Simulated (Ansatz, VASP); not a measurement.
OsPdC4N4: VASP beside Ansatz

Contents of INCAR:

```
PREC = Accurate
ENCUT = 520
EDIFF = 1E-6
ISMEAR = 0
SIGMA = 0.1
LREAL = False
LASPH = True
NELM = 150
ALGO = Normal
ISIF = 2
LWAVE = False
LCHARG = True
ISPIN = 2
MAGMOM = 0 1 0 0 0 0 0 0 0 0
LORBIT = 11
LMAXMIX = 4
GGA = PE
LELF = True
LVHAR = True
NBANDS = 42
```

File KPOINTS:

```
Automatic mesh
0
Gamma
  4 4 4
```

POSCAR

```
OsPdC4N4
1.0
    5.8808898400      0.0000000000      0.0000000000
    0.0000000000      5.8808898400      0.0000000000
    0.0000000000      0.0000000000      5.8808898400
Pd Os C N
1 1 4 4
Direct
    0.0000000000      0.0000000000      0.0000000000
    0.5000000000      0.5000000000      0.5000000000
    0.1902611400      0.1902611400      0.1902611400
    0.1902611400      0.8097388600      0.8097388600
    0.8097388600      0.1902611400      0.8097388600
    0.8097388600      0.8097388600      0.1902611400
    0.3051246800      0.3051246800      0.3051246800
    0.3051246800      0.6948753200      0.6948753200
    0.6948753200      0.3051246800      0.6948753200
    0.6948753200      0.6948753200      0.3051246800
```

Input for Ansatz:

```yaml
crystal:
  lattice:
    - [5.88088984, 0.0, 0.0]
    - [0.0, 5.88088984, 0.0]
    - [0.0, 0.0, 5.88088984]
  atoms:
    - { symbol: Pd, position: [0.0, 0.0, 0.0] }
    - { symbol: Os, position: [0.5, 0.5, 0.5], spin: 1.0 }
    - { symbol: C, position: [0.19026114, 0.19026114, 0.19026114] }
    - { symbol: C, position: [0.19026114, 0.80973886, 0.80973886] }
    - { symbol: C, position: [0.80973886, 0.19026114, 0.80973886] }
    - { symbol: C, position: [0.80973886, 0.80973886, 0.19026114] }
    - { symbol: "N", position: [0.30512468, 0.30512468, 0.30512468] }
    - { symbol: "N", position: [0.30512468, 0.69487532, 0.69487532] }
    - { symbol: "N", position: [0.69487532, 0.30512468, 0.69487532] }
    - { symbol: "N", position: [0.69487532, 0.69487532, 0.30512468] }
basis:
  ecutwfc: 420
kpoints:
  mp_grid: { grid: [4, 4, 4] }
hamiltonian:
  xc: pbe
scf:
  occupations: { method: gaussian, width: 0.1 }
  lower_state_search: "off"
output:
  forces: true
  stress: true
  eigenvalues: true
  populations: true
magnetization:
  spin_polarized: true
```

Alike in both runs: task single point; functional PBE; k mesh 4 × 4 × 4; occupations gaussian, width 0.1 eV; collinear spin.

```csv
,VASP,Ansatz
version,VASP 6.6.1,Ansatz 0.2.0
potentials or method,"VASP PAW PBE potentials, release 64 (Pd, Os, C, N), cutoff 520 eV","scalar-relativistic, plane waves, PAW"
valence electrons in the cell,54,70
```

VASP gave:

| Item | Value |
| --- | --- |
| gap on the k mesh at the Fermi level (eV) | 0.26 |
| least direct gap on the mesh (eV) | 0.38 |
| pressure (GPa) | 2.0 |
| rms of the force components (eV/Å) | 1.679 |
| net moment per atom (μB) | 0.00 |

Question: What did Ansatz give for the same quantities?

Answer: gap on the k mesh at the Fermi level (eV): 0.26; least direct gap on the mesh (eV): 0.38; pressure (GPa): 1.5; rms of the force components (eV/Å): 1.563; net moment per atom (μB): 0.00.

Atom by atom the forces differ by 0.151 eV/Å (rms over components). The functional is the same, so the differences come from potentials, cutoffs and numerics. VASP's potentials hold 54 valence electrons a cell and Ansatz's 70, so a difference there can come from the potentials and not from the codes. Ansatz's warnings: seeded moment not kept.

Spin-orbit coupling is off throughout. Noted on VASP's run: the standard files for N, O and F lose accuracy on very short bonds.
